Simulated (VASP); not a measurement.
# Pt in VASP: further runs

Runs on Pt. Level: LDA. Tasks: single point.

All numbers are computed with VASP 6.6.1; they aren't measurements. Logs are shortened: lines on timing, memory, paths and dates and some standing lists are left out, and cuts for length are marked.

**1. The cell of the first run**

The structure is orthorhombic, space group Cmcm (No. 63). Conventional cell: a = 2.708 Å, b = 4.691 Å, c = 4.677 Å, α = 90.00°, β = 90.00°, γ = 90.00°. Pt (site symmetry m2m) has 14 Pt at 2.71 to 3.74 Å within 3.8 Å.

**2. Single point, LDA (atoms displaced along several vibrational modes)**

INCAR

```
  PREC = Accurate
  ENCUT = 520
  EDIFF = 1E-6
  ISMEAR = 0
  SIGMA = 0.15
  LREAL = F
  LASPH = T
  NELM = 80
  ALGO = Fast
  ISIF = 2
  LWAVE = F
  LCHARG = F
  GGA = CA
  NBANDS = 28
```

KPOINTS

```
regular mesh
0
Gamma
  18 18 6
```

POSCAR

```
Pt
1.0
    2.7082945870      0.0000000000      0.0000000000
   -1.3541472935      2.3454519133      0.0000000000
    0.0000000000      0.0000000000      9.3530207388
Pt
4
Direct
    0.6888372342      0.3776744684      0.3750000000
    0.6888372342      0.3776744684      0.8750000000
    0.3111627658      0.6223255316      0.1250000000
    0.3111627658      0.6223255316      0.6250000000
```

Potentials or basis: VASP PAW LDA potentials, release 64 (Pt).

Run with:

```sh
> cat potpaw_LDA.64/Pt/POTCAR > POTCAR
> mpirun -np 1 vasp_std > vasp.out
```

OUTCAR:

```text
PREC = Accurate
   ENCUT = 520
   EDIFF = 1E-6
   ISMEAR = 0
   LREAL = F
   LASPH = T
   NELM = 80
   ISIF = 2
   GGA = CA

 ion  position               nearest neighbor table
   1  0.689  0.378  0.375-   3 2.76   4 2.76   3 2.76   4 2.76   3 2.93   4 2.93
   2  0.689  0.378  0.875-   3 2.76   4 2.76   3 2.76   4 2.76   3 2.93   4 2.93
   3  0.311  0.622  0.125-   1 2.76   2 2.76   1 2.76   2 2.76   1 2.93   2 2.93
   4  0.311  0.622  0.625-   1 2.76   2 2.76   1 2.76   2 2.76   1 2.93   2 2.93

  LATTYP: Found a hexagonal cell.
 ALAT       =     2.7082945870
 C/A-ratio  =     3.4534724486

  Lattice vectors:

 A1 = (   2.7082945870,   0.0000000000,   0.0000000000)
 A2 = (  -1.3541472935,   2.3454519133,   0.0000000000)
 A3 = (   0.0000000000,   0.0000000000,   9.3530207388)

Analysis of symmetry for initial positions (statically):
=====================================================================
 Subroutine PRICEL returns following result:

  LATTYP: Found a hexagonal cell.
 ALAT       =     2.7082945870
 C/A-ratio  =     1.7267362243

  Lattice vectors:

 A1 = (   2.7082945870,   0.0000000000,   0.0000000000)
 A2 = (  -1.3541472935,   2.3454519133,   0.0000000000)
 A3 = (   0.0000000000,   0.0000000000,   4.6765103694)

   2 primitive cells build up your supercell.

 Routine SETGRP: Setting up the symmetry group for a
 hexagonal supercell.

 Subroutine GETGRP returns: Found  8 space group operations
 (whereof  4 operations were pure point group operations)
 out of a pool of 24 trial point group operations.

The static configuration has the point symmetry C_2h.
 The point group associated with its full space group is D_2h.

Analysis of symmetry for dynamics (positions and initial velocities):
=====================================================================
 Subroutine PRICEL returns following result:

  LATTYP: Found a hexagonal cell.
 ALAT       =     2.7082945870
 C/A-ratio  =     1.7267362243

  Lattice vectors:

 A1 = (   2.7082945870,   0.0000000000,   0.0000000000)
 A2 = (  -1.3541472935,   2.3454519133,   0.0000000000)
 A3 = (   0.0000000000,   0.0000000000,   4.6765103694)

   2 primitive cells build up your supercell.

 Routine SETGRP: Setting up the symmetry group for a
[... 101 lines left out ...]
   ISPIN  =      1    spin polarized calculation?
   LNONCOLLINEAR =      F non collinear calculations
   LSORBIT =      F    spin-orbit coupling
   LASPH  =      T    aspherical Exc in radial PAW
   ENCUT  =  520.0 eV  38.22 Ry    6.18 a.u.   5.04  5.04 17.39*2*pi/ulx,y,z
   NELM   =     80;   NELMIN=  2; NELMDL= -5     # of ELM steps
   EDIFF  = 0.1E-05   stopping-criterion for ELM
   LREAL  =      F    real-space projection
   EDIFFG = 0.1E-04   stopping-criterion for IOM
   NSW    =      0    number of steps for IOM
   IBRION =     -1    ionic relax: 0-MD 1-quasi-New 2-CG
   NFREE  =      0    steps in history (QN), initial steepest desc. (CG)
   ISIF   =      2    stress and relaxation
   ISYM   =      2    0-nonsym 1-usesym 2-fastsym
   POTIM  = 0.5000    time-step for ionic-motion
   TEBEG  =    0.0;   TEEND  =   0.0 temperature during run
   PSTRESS=    0.0 pullay stress
   NELECT =      40.0000    total number of electrons
   NUPDOWN=      -1.0000    fix difference up-down
   EMIN   =  10.00;   EMAX   =-10.00  energy-range for DOS
   EFERMI =   0.00;   METHOD = LEGACY
   ISMEAR =     0;   SIGMA  =   0.15  broadening in eV -4-tet -1-fermi 0-gaus
   EFERMI_NEDOS =   21; number of points for ismear=-14 and -15
   IALGO  =     68    algorithm
   IMIX   =      4    mixing-type and parameters
     AMIX     =   0.40;   BMIX     =  1.00
     AMIX_MAG =   1.60;   BMIX_MAG =  1.00
  volume/ion in A,a.u.               =      14.85       100.23
  Fermi-wavevector in a.u.,A,eV,Ry     =   1.434840  2.711454 28.011198  2.058765
  Thomas-Fermi vector in A             =   2.554204
   LORBIT       =      0    0 simple, 1 ext, 2 COOP (PROOUT), +10 PAW based schemes
   GGA     = CA    functional components
   LHFCALC =     F    Hartree Fock is set to
   AEXX    =    0.0000 exact exchange contribution
   IVDW    =     0    specifies the selected vdW correction
   LEPSILON=     F    determine dielectric tensor
   LRPA    =     F    only Hartree local field effects (RPA)
 non-spin polarized calculation
 RMM-DIIS sequential band-by-band and
 Gauss-broadening in eV      SIGMA  =   0.15
  energy-cutoff  :      520.00
  volume of cell :       59.41
 maximum number of plane-waves:      1629
   NGX = 11   NGY = 11   NGZ = 35

 number of electron      40.0000002 magnetization

 Free energy of the ion-electron system (eV)
  ---------------------------------------------------
  ext. energy  EPLUGINS =         0.00000000
  ---------------------------------------------------
  free energy    TOTEN  =       -29.82186661 eV

  energy without entropy =      -29.75494825  energy(sigma->0) =      -29.78840743

 E-fermi :  11.4188     XC(G=0): -13.7703

 val. band max:       11.4186974000   @ k =  -0.1111   0.0556   0.3333
 cond. band min:      11.4202929322   @ k =   0.2222   0.2222   0.0000
 fundamental gap:      0.0015955323
 Fermi energy:        11.4187723244

 k-point     1 :       0.0000    0.0000    0.0000
  band No.  band energies     occupation
      1       1.0193      2.00000
      2       2.8558      2.00000
      3       2.8558      2.00000
      4       3.7248      2.00000
      5       6.8995      2.00000
      6       7.0053      2.00000
[... 733 lines left out ...]
     27      24.1673      0.00000
     28      26.9587      0.00000

 [... further k-points ...]

------------------------ aborting loop because EDIFF is reached ----------------------------------------

  FORCE on cell =-STRESS in cart. coord.  units (eV):
  Direction    XX          YY          ZZ          XY          YZ          ZX
  --------------------------------------------------------------------------------------
  -------------------------------------------------------------------------------------
  Total        0.4272101      0.3985491      0.4383971      0.0000000      0.0000000      0.0000000
  in kB       11.5206697     10.7477619     11.8223532      0.0000000      0.0000000      0.0000000
  external PRESSURE =      11.3635949 kB  Pullay stress =       0.0000000 kB

 VOLUME and BASIS-vectors are now :
 -----------------------------------------------------------------------------
  energy-cutoff  :      520.00
  volume of cell :       59.41
      direct lattice vectors                 reciprocal lattice vectors
     2.708294587  0.000000000  0.000000000     0.369236052  0.213178534  0.000000000
    -1.354147294  2.345451913  0.000000000     0.000000000  0.426357068  0.000000000
     0.000000000  0.000000000  9.353020739     0.000000000  0.000000000  0.106917329

 POSITION                                       TOTAL-FORCE (eV/Angst)
 -----------------------------------------------------------------------------------
      1.35415      0.88582      3.50738         0.000000      0.119962      0.000000
      1.35415      0.88582      8.18389         0.000000      0.119962     -0.000000
      0.00000      1.45963      1.16913        -0.000000     -0.119962     -0.000000
      0.00000      1.45963      5.84564        -0.000000     -0.119962      0.000000
 -----------------------------------------------------------------------------------
    total drift:                                0.000000     -0.000000      0.000000

  FREE ENERGIE OF THE ION-ELECTRON SYSTEM (eV)
  ---------------------------------------------------
  free  energy   TOTEN  =       -29.8218666139 eV

  energy  without entropy=      -29.7549482482  energy(sigma->0) =      -29.78840743
```

Run time: 11 min. Hardware: 1 thread of Intel Xeon 8259CL, shared host; peak memory 0.5 GiB.

What came out:

- Free energy: -29.8219 eV
- Pressure: 1.1 GPa
- Largest force: 0.120 eV/Å
- Band gap on the k mesh: zero (bands 20 and 21 overlap by 1.46 eV)

Forces in eV/Å, atoms in the order of the input:
```
Pt   0.000  0.120  0.000
Pt   0.000  0.120  0.000
Pt   0.000 -0.120  0.000
Pt   0.000 -0.120  0.000
```

Caveat: the cell differs from its parent crystal (atoms displaced along several vibrational modes); spin-orbit coupling is left out, which moves the levels of the heavy elements.

**3. Single point, LDA (atoms displaced along several vibrational modes)**

INCAR

```
PREC     = Accurate       # precision mode
ENCUT    = 520            # plane-wave cutoff, eV
EDIFF    = 1E-6           # SCF threshold, eV
ISMEAR   = 0              # smearing method
SIGMA    = 0.15           # smearing width, eV
LREAL    = False          # projectors in reciprocal space
LASPH    = True           # aspherical terms in the spheres
NELM     = 100            # most SCF steps
ALGO     = Fast           # electronic algorithm
ISIF     = 2              # what is computed and relaxed
LWAVE    = False          # write WAVECAR
LCHARG   = False          # write CHGCAR
NBANDS   = 28             # bands
```

KPOINTS is that of step 2.

POSCAR

```
Pt
1.0
    2.7082945870      0.0000000000      0.0000000000
   -1.3541472935      2.3454519133      0.0000000000
    0.0000000000      0.0000000000      9.3530207388
Pt
4
Direct
    0.6404386037      0.3000774821      0.3750000000
    0.6404386037      0.3000774821      0.8750000000
    0.3595613963      0.6999225179      0.1250000000
    0.3595613963      0.6999225179      0.6250000000
```

Potentials or basis: VASP PAW LDA potentials, release 64 (Pt).

Run with:

```sh
> cat potpaw_LDA.64/Pt/POTCAR > POTCAR
> mpirun -np 1 vasp_std > vasp.out
```

Wall time 12 min (1 thread of Intel Xeon Platinum 8488C (Sapphire Rapids), shared host); peak memory 0.78 GiB.

The run converged. Its results:

| Quantity | Value |
| --- | --- |
| Free energy | -29.7964 eV |
| Pressure | 1.2 GPa |
| Largest force | 0.092 eV/Å |
| Band gap on the k mesh | zero (bands 20 and 21 overlap by 1.46 eV) |

Forces in eV/Å, atoms in the order of the input:
```
Pt  -0.057  0.073  0.000
Pt  -0.057  0.073  0.000
Pt   0.057 -0.073  0.000
Pt   0.057 -0.073  0.000
```

Stress tensor (GPa, compression positive):
```
0.14 0.09 0.00
0.09 2.04 0.00
0.00 0.00 1.50
```

Levels at points of the mesh, in eV from the Fermi level:
```csv
k point,band 18,band 19,band 20,band 21,band 22,band 23
"(0.00, 0.00, 0.00)",-1.01,-1.01,-0.96,-0.78,-0.78,-0.61
"(0.50, 0.00, 0.00)",0.45,0.45,0.47,2.06,2.06,2.07
"(0.00, 0.50, 0.00)",0.43,0.43,0.61,1.21,1.21,2.76
"(0.50, 0.50, 0.00)",0.44,0.44,0.51,1.79,1.79,2.29
"(0.00, 0.00, 0.50)",-1.89,-1.31,-1.31,-0.58,-0.58,-0.23
"(0.50, 0.00, 0.50)",0.42,0.46,0.46,0.97,0.97,3.69
"(0.00, 0.50, 0.50)",0.31,0.56,0.56,1.82,1.82,3.01
"(0.50, 0.50, 0.50)",0.38,0.50,0.50,1.25,1.25,3.48
```

Caveat: the cell differs from its parent crystal (atoms displaced along several vibrational modes); spin-orbit coupling is left out, which moves the levels of the heavy elements.

**4. Single point, LDA (atoms displaced along several vibrational modes)**

INCAR

```
  PREC = Accurate
  ENCUT = 520
  EDIFF = 1E-7
  ISMEAR = 0
  SIGMA = 0.15
  LREAL = F
  LASPH = T
  NELM = 60
  ALGO = Fast
  ISIF = 2
  LWAVE = F
  LCHARG = F
  GGA = CA
  NBANDS = 28
```

KPOINTS

```
Automatic mesh
0
Gamma
  18 18 6
```

POSCAR

```
Pt
1.0
    2.7082945870      0.0000000000      0.0000000000
   -1.3541472935      2.3454519133      0.0000000000
    0.0000000000      0.0000000000      9.3530207388
Pt
4
Direct
    0.6444960992      0.2889921983      0.3750000000
    0.6444960992      0.2889921983      0.8750000000
    0.3555039008      0.7110078017      0.1250000000
    0.3555039008      0.7110078017      0.6250000000
```

Run with:

```sh
> cat potpaw_LDA.64/Pt/POTCAR > POTCAR
> mpirun -np 1 vasp_std > vasp.out
```

Wall time 4.3 min (1 thread of Intel Xeon 6975P-C (Granite Rapids), shared host); peak memory 0.49 GiB.

The run converged. Its results:

```yaml
Free_energy: -29.7820 eV
Pressure: 1.8 GPa
Largest_force: 0.140 eV/Å
Band_gap_on_the_k_mesh: zero (bands 20 and 21 overlap by 1.45 eV)
```

Forces on the atoms (eV/Å):
```
Pt   0.000  0.140  0.000
Pt   0.000  0.140  0.000
Pt   0.000 -0.140  0.000
Pt   0.000 -0.140  0.000
```

Stress tensor (GPa, compression positive):
```
-0.15  0.00  0.00
 0.00  2.70  0.00
 0.00  0.00  2.79
```

Levels at points of the mesh, in eV from the Fermi level:
```tsv
k point	band 16	band 17	band 18	band 19	band 20	band 21	band 22	band 23	band 24	band 25
(0.00, 0.00, 0.00)	-2.39	-1.54	-1.02	-1.02	-0.96	-0.76	-0.76	-0.71	0.09	5.20
(0.50, 0.00, 0.00)	-0.12	0.38	0.45	0.45	0.48	2.01	2.01	2.12	4.16	6.65
(0.00, 0.50, 0.00)	-0.01	0.23	0.43	0.43	0.63	1.05	1.05	2.88	3.47	7.29
(0.00, 0.00, 0.50)	-2.82	-1.91	-1.91	-1.23	-1.23	-0.64	-0.64	-0.22	-0.22	8.00
(0.50, 0.00, 0.50)	-0.46	0.41	0.41	0.47	0.47	1.05	1.05	3.65	3.65	6.92
(0.00, 0.50, 0.50)	-0.68	0.29	0.29	0.57	0.57	1.98	1.98	2.89	2.89	7.72
```

Caveat: the cell differs from its parent crystal (atoms displaced along several vibrational modes); spin-orbit coupling is left out, which moves the levels of the heavy elements.

**5. Overview**

| cell | further INCAR settings | gap on the mesh (eV) | pressure (GPa) | largest force (eV/Å) |
| --- | --- | --- | --- | --- |
| as given, atomic positions A | ALGO = Fast; EDIFF = 1e-06; NBANDS = 28 | none | 1.1 | 0.12 |
| as given, atomic positions B | ALGO = Fast; EDIFF = 1e-06; NBANDS = 28 | none | 1.2 | 0.09 |
| as given, atomic positions C | ALGO = Fast; EDIFF = 1e-07; NBANDS = 28 | none | 1.8 | 0.14 |

Alike in all rows: task single point; level LDA; potentials or basis VASP PAW LDA potentials, release 64 (Pt); no spin polarisation; k mesh 18 × 18 × 6; cutoff (eV) 520; smearing gaussian 0.15 eV.

Caveats: spin-orbit coupling is left out, which moves the levels of the heavy elements.

Total energies depend on the potentials used, so only differences within one code and one set of settings carry meaning.
